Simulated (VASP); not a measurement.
# TiO2 (P4_2/mnm) in VASP: further runs, part 2 of 2

VASP 6.6.1. Earlier steps stand in the parts before.

## (3) Single point, r2SCAN

Contents of POSCAR:

```
TiO2
1.0
   -2.9536497396      3.2504028476      3.2504028476
    2.9536497396     -3.2504028476      3.2504028476
    2.9536497396      3.2504028476     -3.2504028476
Ti O
4 8
Direct
    0.5000000000      0.7500000000      0.7500000000
    0.5000000000      0.2500000000      0.2500000000
    0.0000000000      0.0000000000      0.5000000000
    0.0000000000      0.5000000000      0.0000000000
    0.3046117078      0.3046117078      0.5000000000
    0.1953882922      0.2500000000      0.9453882922
    0.3046117078      0.8046117078      0.0000000000
    0.8046117078      0.2500000000      0.5546117078
    0.1953882922      0.7500000000      0.4453882922
    0.8046117078      0.7500000000      0.0546117078
    0.6953882922      0.1953882922      1.0000000000
    0.6953882922      0.6953882922      0.5000000000
```

Contents of INCAR.step1:

```
PREC = Accurate ; ENCUT = 520
ISMEAR = 0 ; SIGMA = 0.02
LREAL = False ; LASPH = True
NELM = 100 ; NBANDS = 60
GGA = PE ; ALGO = Normal
EDIFF = 1E-4 ; LWAVE = True
LCHARG = False
```

Contents of INCAR.step2:

```
PREC = Accurate ; ENCUT = 520
EDIFF = 1E-6 ; ISMEAR = 0
SIGMA = 0.02 ; LREAL = False
LASPH = True ; NELM = 100
ALGO = Normal ; ISIF = 2
LWAVE = False ; LCHARG = False
METAGGA = R2SCAN ; LMIXTAU = True
NBANDS = 60 ; ISTART = 1
```

Contents of KPOINTS:

```
Automatic mesh
0
Gamma
  6 6 6
```

Potentials or basis: VASP PAW PBE potentials, release 64 (Ti_sv, O).

Run with:

```
> cat potpaw_PBE.64/Ti_sv/POTCAR potpaw_PBE.64/O/POTCAR > POTCAR
> cp INCAR.step1 INCAR
> mpirun -np 1 vasp_std > vasp.out
> cp INCAR.step2 INCAR
> mpirun -np 1 vasp_std > vasp.out
```

It took 33 min on 1 thread of Intel Xeon 8259CL, shared host; peak memory 0.39 GiB.

It converged, with:

| Property | Result |
| --- | --- |
| Free energy | -139.5884 eV |
| Pressure | 1.2 GPa |
| Largest force | 0.029 eV/Å |
| Band gap on the k mesh | 2.23 eV |

Forces in eV/Å, atoms in the order of the input:
```
Ti   0.000  0.000  0.000
Ti   0.000  0.000  0.000
Ti   0.000  0.000  0.000
Ti   0.000  0.000  0.000
O    0.000  0.000 -0.029
O    0.000  0.029  0.000
O    0.000  0.000 -0.029
O    0.000 -0.029  0.000
O    0.000  0.029  0.000
O    0.000 -0.029  0.000
O    0.000  0.000  0.029
O    0.000  0.000  0.029
```

Stress tensor (GPa, compression positive):
```
1.73 0.00 0.00
0.00 1.00 0.00
0.00 0.00 1.00
```

Levels at points of the mesh, in eV from the valence-band top:
```csv
k point,band 45,band 46,band 47,band 48,band 49,band 50,band 51,band 52
"(0.00, 0.00, 0.00)",-0.72,-0.49,-0.49,0.00,2.23,2.55,2.79,2.88
"(0.50, 0.00, 0.00)",-1.09,-1.09,-0.77,-0.77,2.29,2.29,2.92,2.92
"(0.00, 0.50, 0.00)",-1.27,-1.27,-0.68,-0.68,2.64,2.64,3.02,3.02
"(0.50, 0.50, 0.50)",-1.38,-1.38,-1.13,-1.13,2.27,2.27,2.90,2.90
```

Caveat: the PAW data sets were made with another functional, which shifts forces and pressure a little. A k mesh can miss the band edges.

## (4) Single point, r2SCAN (11.44 Å³/atom)

This run uses another cell than the first one, of 11.44 Å³/atom.

Contents of POSCAR:

```
TiO2
1.0
   -2.9908974784      3.3877571110      3.3877571110
    2.9908974784     -3.3877571110      3.3877571110
    2.9908974784      3.3877571110     -3.3877571110
Ti O
4 8
Direct
    0.5000000000      0.7500000000      0.7500000000
    0.5000000000      0.2500000000      0.2500000000
    0.0000000000      0.0000000000      0.5000000000
    0.0000000000      0.5000000000      0.0000000000
    0.3097047732      0.3097047732      0.5000000000
    0.1902952268      0.2500000000      0.9402952268
    0.3097047732      0.8097047732      0.0000000000
    0.8097047732      0.2500000000      0.5597047732
    0.1902952268      0.7500000000      0.4402952268
    0.8097047732      0.7500000000      0.0597047732
    0.6902952268      0.1902952268      1.0000000000
    0.6902952268      0.6902952268      0.5000000000
```

Contents of INCAR.step1:

```
PREC = Accurate
ENCUT = 520
ISMEAR = 0
SIGMA = 0.02
LREAL = False
LASPH = True
NELM = 60
NBANDS = 60
GGA = PE
ALGO = Normal
EDIFF = 1E-4
LWAVE = True
LCHARG = False
```

Contents of INCAR.step2:

```
PREC = Accurate
ENCUT = 520
EDIFF = 1E-6
ISMEAR = 0
SIGMA = 0.02
LREAL = False
LASPH = True
NELM = 60
ALGO = Normal
ISIF = 2
LWAVE = False
LCHARG = True
METAGGA = R2SCAN
LMIXTAU = True
LELF = True
LVHAR = True
NBANDS = 60
ISTART = 1
```

KPOINTS is that of step 3.

Run with:

```
> cat potpaw_PBE.64/Ti_sv/POTCAR potpaw_PBE.64/O/POTCAR > POTCAR
> cp INCAR.step1 INCAR
> mpirun -np 1 vasp_std > vasp.out
> cp INCAR.step2 INCAR
> mpirun -np 1 vasp_std > vasp.out
```

It took 8.7 min on 1 thread of Intel Xeon 6975P-C (Granite Rapids), shared host; peak memory 0.39 GiB.

Results (log left out):

| Item | Value |
| --- | --- |
| Free energy | -138.9473 eV |
| Pressure | -15.6 GPa |
| Largest force | 0.045 eV/Å |
| Band gap on the k mesh | 2.25 eV |

Forces in eV/Å, atoms in the order of the input:
```
Ti   0.000  0.000  0.000
Ti   0.000  0.000  0.000
Ti   0.000  0.000  0.000
Ti   0.000  0.000  0.000
O    0.000  0.000 -0.045
O    0.000  0.045  0.000
O    0.000  0.000 -0.045
O    0.000 -0.045  0.000
O    0.000  0.045  0.000
O    0.000 -0.045  0.000
O    0.000  0.000  0.045
O    0.000  0.000  0.045
```

Stress tensor (GPa, compression positive):
```
-14.98   0.00   0.00
  0.00 -15.92   0.00
  0.00   0.00 -15.92
```

Levels at points of the mesh, in eV from the valence-band top:
| k point | band 44 | band 45 | band 46 | band 47 | band 48 | band 49 | band 50 | band 51 | band 52 | band 53 |
| --- | --- | --- | --- | --- | --- | --- | --- | --- | --- | --- |
| (0.00, 0.00, 0.00) | -0.68 | -0.57 | -0.32 | -0.32 | 0.00 | 2.25 | 2.61 | 2.78 | 2.78 | 2.84 |
| (0.50, 0.00, 0.00) | -1.29 | -0.81 | -0.81 | -0.62 | -0.62 | 2.28 | 2.28 | 2.87 | 2.87 | 3.18 |
| (0.00, 0.50, 0.00) | -1.35 | -1.12 | -1.12 | -0.52 | -0.52 | 2.66 | 2.66 | 2.99 | 2.99 | 3.28 |
| (0.50, 0.50, 0.50) | -1.34 | -1.08 | -1.08 | -0.85 | -0.85 | 2.29 | 2.29 | 2.85 | 2.85 | 3.04 |

Caveat: the cell stands under tension; the PAW data sets were made with another functional, which shifts forces and pressure a little. A k mesh can miss the band edges.
